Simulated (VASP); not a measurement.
# Co (P6_3/mmc) in VASP: a series of runs, part 2 of 2

VASP 6.6.1. The steps go on from the part before.

## Step 4: Single point, BLYP, collinear spin, ferromagnetic start (10.48 Å³/atom)

This run uses another cell than the first one, of 10.48 Å³/atom.

Input file INCAR:

```
SYSTEM = Co
PREC     = Accurate       ! precision mode
ENCUT    = 520            ! plane-wave cutoff, eV
EDIFF    = 1E-6           ! SCF threshold, eV
ISMEAR   = -1             ! smearing method
SIGMA    = 0.05           ! smearing width, eV
LREAL    = .FALSE.        ! projectors in reciprocal space
LASPH    = .TRUE.         ! aspherical terms in the spheres
NELM     = 150            ! most SCF steps
ALGO     = Normal         ! electronic algorithm
ISIF     = 2              ! what is computed and relaxed
LWAVE    = .FALSE.        ! write WAVECAR
LCHARG   = .FALSE.        ! write CHGCAR
ISPIN    = 2              ! spin polarisation
MAGMOM   = 1.703 1.703 1.72 1.72 ! initial moments
LORBIT   = 11             ! projections on sites
LMAXMIX  = 4              ! l up to which the mixer works
GGA      = B5             ! functional
ALDAX    = 1.0          
AGGAX    = 1.0          
AGGAC    = 1.0          
ALDAC    = 0.0          
NBANDS   = 30             ! bands
```

Input file KPOINTS:

```
Automatic mesh
0
G
  16 16 5
  0 0 0
```

Input file POSCAR:

```
Co
1.0
    2.4641548841      0.0000000000      0.0000000000
   -1.2320774421      2.1340207285      0.0000000000
    0.0000000000      0.0000000000      7.9690200356
Co
4
Direct
    0.0000000000      1.0000000000      1.0000000000
    0.0000000000      0.0000000000      0.5000000000
    0.3333333333      0.6666666667      0.2500000000
    0.6666666667      0.3333333333      0.7500000000
```

On the command line:

```sh
$ cat potpaw_PBE.64/Co/POTCAR > POTCAR
$ mpirun -np 1 vasp_std > vasp.out
```

It took 4.3 min on 1 thread of Intel Xeon 8259CL, shared host; peak memory 0.27 GiB.

The run converged. Its results:

* Free energy: -24.0618 eV
* Pressure: 18.2 GPa
* Net moment: 6.26 μB per cell
* Site moments: Co +1.56, +1.58 (each value once) μB
* Valence electrons inside the program's atomic spheres: Co 8.37

Stress tensor (GPa, compression positive):
```
17.77  0.00  0.00
 0.00 17.77  0.00
 0.00  0.00 18.96
```

Levels at points of the mesh, in eV from the Fermi level:
Spin up:
```
           k point  band 17  band 18  band 19  band 20  band 21  band 22  band 23  band 24  band 25  band 26
(0.00, 0.00, 0.00)    -1.79    -1.44    -1.44    -1.10    -1.10    -0.68    -0.68     0.08     6.71    15.55
(0.50, 0.00, 0.00)    -0.56    -0.47    -0.43    -0.41     0.47     1.61     2.70     3.33     7.30     7.33
```
Spin down:
| k point | band 10 | band 11 | band 12 | band 13 | band 14 | band 15 | band 16 | band 17 | band 18 | band 19 |
| --- | --- | --- | --- | --- | --- | --- | --- | --- | --- | --- |
| (0.00, 0.00, 0.00) | -1.25 | -1.16 | -0.93 | -0.93 | -0.89 | -0.89 | -0.02 | -0.02 | 0.09 | 0.34 |
| (0.50, 0.00, 0.00) | -1.28 | -0.82 | -0.17 | -0.13 | 0.72 | 1.15 | 1.20 | 1.21 | 1.23 | 1.30 |

Caveat: the cell stands under pressure; the PAW data sets were made with another functional, which shifts forces and pressure a little.

## Step 5: Single point, BLYP, collinear spin, ferromagnetic start (10.93 Å³/atom)

This run uses another cell than the first one, of 10.93 Å³/atom.

INCAR is that of step 4.

KPOINTS is that of step 4.

Input file POSCAR:

```
Co
1.0
    2.4993618534      0.0000000000      0.0000000000
   -1.2496809267      2.1645108582      0.0000000000
    0.0000000000      0.0000000000      8.0828785619
Co
4
Direct
    0.0000000000      1.0000000000      1.0000000000
    0.0000000000      0.0000000000      0.5000000000
    0.3333333333      0.6666666667      0.2500000000
    0.6666666667      0.3333333333      0.7500000000
```

Potentials or basis: VASP PAW PBE potentials, release 64 (Co).

On the command line:

```sh
$ cat potpaw_PBE.64/Co/POTCAR > POTCAR
$ mpirun -np 1 vasp_std > vasp.out
```

OUTCAR:

```text
SYSTEM = Co
   PREC = Accurate
   ENCUT = 520
   EDIFF = 1E-6
   ISMEAR = -1
   LREAL = .FALSE.
   LASPH = .TRUE.
   NELM = 150
   ISIF = 2
   ISPIN = 2
   LORBIT = 11
   GGA = B5

 ion  position               nearest neighbor table
   1  0.000  0.000  0.000-   3 2.48   4 2.48   3 2.48   4 2.48   4 2.48   3 2.48
   2  0.000  0.000  0.500-   3 2.48   4 2.48   3 2.48   4 2.48   4 2.48   3 2.48
   3  0.333  0.667  0.250-   1 2.48   2 2.48   1 2.48   2 2.48   1 2.48   2 2.48
   4  0.667  0.333  0.750-   1 2.48   2 2.48   1 2.48   2 2.48   1 2.48   2 2.48

  LATTYP: Found a hexagonal cell.
 ALAT       =     2.4993618534
 C/A-ratio  =     3.2339769253

  Lattice vectors:

 A1 = (   2.4993618534,   0.0000000000,   0.0000000000)
 A2 = (  -1.2496809267,   2.1645108582,   0.0000000000)
 A3 = (   0.0000000000,   0.0000000000,   8.0828785619)
[... 1812 lines left out ...]
     0.000000000  0.000000000  8.082878562     0.000000000  0.000000000  0.123718301

 POSITION                                       TOTAL-FORCE (eV/Angst)
 -----------------------------------------------------------------------------------
      0.00000      0.00000      0.00000         0.000000      0.000000      0.000000
      0.00000      0.00000      4.04144        -0.000000      0.000000      0.000000
     -0.00000      1.44301      2.02072         0.000000      0.000000     -0.000000
      1.24968      0.72150      6.06216        -0.000000     -0.000000      0.000000
 -----------------------------------------------------------------------------------
    total drift:                                0.000000     -0.000000      0.000000

  FREE ENERGIE OF THE ION-ELECTRON SYSTEM (eV)
  ---------------------------------------------------
  free  energy   TOTEN  =       -24.2059665124 eV

  energy  without entropy=      -24.1732619984  energy(sigma->0) =      -24.18961426

 total charge

# of ion       s       p       d       tot
------------------------------------------
    1        0.482   0.495   7.312   8.290
    2        0.482   0.495   7.312   8.290
    3        0.482   0.498   7.305   8.284
    4        0.482   0.498   7.305   8.284
--------------------------------------------------
tot          1.928   1.986  29.234  33.148

 magnetization (x)

# of ion       s       p       d       tot
------------------------------------------
    1       -0.014  -0.046   1.654   1.593
    2       -0.014  -0.046   1.654   1.593
    3       -0.014  -0.047   1.673   1.612
    4       -0.014  -0.047   1.673   1.612
--------------------------------------------------
tot         -0.056  -0.187   6.654   6.410
```

OSZICAR:

```text
N       E                     dE             d eps       ncg     rms          rms(c)
DAV:   1     0.242789427144E+03    0.24279E+03   -0.15288E+04 10936   0.159E+03
DAV:   2    -0.127661729273E+02   -0.25556E+03   -0.23874E+03 10812   0.308E+02
DAV:   3    -0.275189507042E+02   -0.14753E+02   -0.13858E+02 11886   0.100E+02
DAV:   4    -0.277981307769E+02   -0.27918E+00   -0.27874E+00 13684   0.133E+01
DAV:   5    -0.278092057661E+02   -0.11075E-01   -0.11074E-01 14894   0.208E+00    0.194E+01
DAV:   6    -0.250102366901E+02    0.27990E+01   -0.22761E+01 12158   0.699E+01    0.981E+00
DAV:   7    -0.248910785464E+02    0.11916E+00   -0.55768E+00 12572   0.431E+01    0.138E+01
DAV:   8    -0.246635916381E+02    0.22749E+00   -0.50955E+00 12770   0.468E+01    0.107E+01
DAV:   9    -0.242310177104E+02    0.43257E+00   -0.12209E+00 14032   0.214E+01    0.228E+00
DAV:  10    -0.242069807797E+02    0.24037E-01   -0.11693E-01 13200   0.395E+00    0.760E-01
DAV:  11    -0.242061956206E+02    0.78516E-03   -0.93410E-03 13370   0.897E-01    0.404E-01
DAV:  12    -0.242059452054E+02    0.25042E-03   -0.15405E-03 17602   0.505E-01    0.122E-01
DAV:  13    -0.242059745899E+02   -0.29384E-04   -0.29447E-04 12178   0.156E-01    0.842E-02
DAV:  14    -0.242059650771E+02    0.95128E-05   -0.11235E-04 14058   0.213E-01    0.359E-02
DAV:  15    -0.242059679087E+02   -0.28316E-05   -0.87899E-06 12538   0.309E-02    0.234E-02
DAV:  16    -0.242059668469E+02    0.10618E-05   -0.42155E-06  7072   0.392E-02    0.407E-03
DAV:  17    -0.242059665124E+02    0.33454E-06   -0.68828E-07  6366   0.991E-03
   1 F= -.24205967E+02 E0= -.24189614E+02  d E =-.327045E-01  mag=     6.3471
```

It took 3.4 min on 1 thread of Intel Xeon Platinum 8488C (Sapphire Rapids), shared host; peak memory 0.29 GiB.

What came out:

- Free energy: -24.2060 eV
- Pressure: 7.6 GPa
- Net moment: 6.35 μB per cell
- Site moments: Co +1.59, +1.61 (each value once) μB
- Valence electrons inside the program's atomic spheres: Co 8.29, 8.28 (each value once)

Caveat: the cell stands under pressure; the PAW data sets were made with another functional, which shifts forces and pressure a little.

## Step 6: Single point, BLYP, collinear spin, ferromagnetic start (11.39 Å³/atom)

Input file INCAR:

```
SYSTEM = Co
PREC = Accurate ; ENCUT = 520
EDIFF = 1E-6 ; ISMEAR = -1
SIGMA = 0.05 ; LREAL = .FALSE.
LASPH = .TRUE. ; NELM = 150
ALGO = Normal ; ISIF = 2
LWAVE = .FALSE. ; LCHARG = .TRUE.
ISPIN = 2 ; MAGMOM = 1.703 1.703 1.72 1.72
LORBIT = 11 ; LMAXMIX = 4
GGA = B5 ; ALDAX = 1.0
AGGAX = 1.0 ; AGGAC = 1.0
ALDAC = 0.0 ; LELF = .TRUE.
LVHAR = .TRUE. ; NBANDS = 30
```

KPOINTS is that of step 5.

Input file POSCAR:

```
Co
1.0
    2.5336039420      0.0000000000      0.0000000000
   -1.2668019710      2.1941653769      0.0000000000
    0.0000000000      0.0000000000      8.1936166865
Co
4
Direct
    0.0000000000      1.0000000000      1.0000000000
    0.0000000000      0.0000000000      0.5000000000
    0.3333333333      0.6666666667      0.2500000000
    0.6666666667      0.3333333333      0.7500000000
```

Potentials or basis: VASP PAW PBE potentials, release 64 (Co).

On the command line:

```sh
$ cat potpaw_PBE.64/Co/POTCAR > POTCAR
$ mpirun -np 1 vasp_std > vasp.out
```

Wall time 3.7 min (1 thread of Intel Xeon Platinum 8488C (Sapphire Rapids), shared host); peak memory 0.29 GiB.

The run converged. Its results:

- Free energy: -24.2444 eV
- Pressure: -0.6 GPa
- Net moment: 6.47 μB per cell
- Site moments: Co +1.63, +1.65 (each value once) μB
- Valence electrons inside the program's atomic spheres: Co 8.22, 8.21 (each value once)

Stress tensor (GPa, compression positive):
```
-0.75  0.00  0.00
 0.00 -0.75  0.00
 0.00  0.00 -0.21
```

Levels at points of the mesh, in eV from the Fermi level:
Spin up:
| k point | band 19 | band 20 | band 21 | band 22 | band 23 | band 24 |
| --- | --- | --- | --- | --- | --- | --- |
| (0.00, 0.00, 0.00) | -1.50 | -1.19 | -1.19 | -0.82 | -0.82 | 0.11 |
| (0.50, 0.00, 0.00) | -0.60 | -0.58 | 0.44 | 1.51 | 2.36 | 2.96 |
Spin down:
```
           k point  band 10  band 11  band 12  band 13  band 14  band 15  band 16  band 17  band 18  band 19
(0.00, 0.00, 0.00)    -1.07    -1.00    -0.80    -0.80    -0.77    -0.77     0.02     0.02     0.10     0.34
(0.50, 0.00, 0.00)    -1.10    -0.71    -0.12    -0.08     0.69     1.05     1.10     1.10     1.12     1.18
```

Caveat: the PAW data sets were made with another functional, which shifts forces and pressure a little.

## Step 7: Summary

```csv
cell,k mesh,gap on the mesh (eV),pressure (GPa),moment (μB)
"a = 2.534, b = 2.534, c = 8.194 Å, angles 90.0, 90.0, 120.0°, 4 atoms",14 × 14 × 4,none,-0.3,6.53
"a = 2.428, b = 2.428, c = 7.852 Å, angles 90.0, 90.0, 120.0°, 4 atoms",16 × 16 × 5,none,31.4,6.16
"a = 2.464, b = 2.464, c = 7.969 Å, angles 90.0, 90.0, 120.0°, 4 atoms",16 × 16 × 5,none,18.2,6.26
"a = 2.499, b = 2.499, c = 8.083 Å, angles 90.0, 90.0, 120.0°, 4 atoms",16 × 16 × 5,none,7.6,6.35
"a = 2.534, b = 2.534, c = 8.194 Å, angles 90.0, 90.0, 120.0°, 4 atoms",16 × 16 × 5,none,-0.6,6.47
```

Alike in all rows: task single point; level BLYP; potentials or basis VASP PAW PBE potentials, release 64 (Co); spin collinear, ferromagnetic start; cutoff (eV) 520; smearing fermi-dirac 0.05 eV.

Caveats: the PAW data sets were made with another functional, which shifts forces and pressure a little; the cell stands under pressure (at least some runs).

Absolute energies hang on the potentials; compare differences alone.
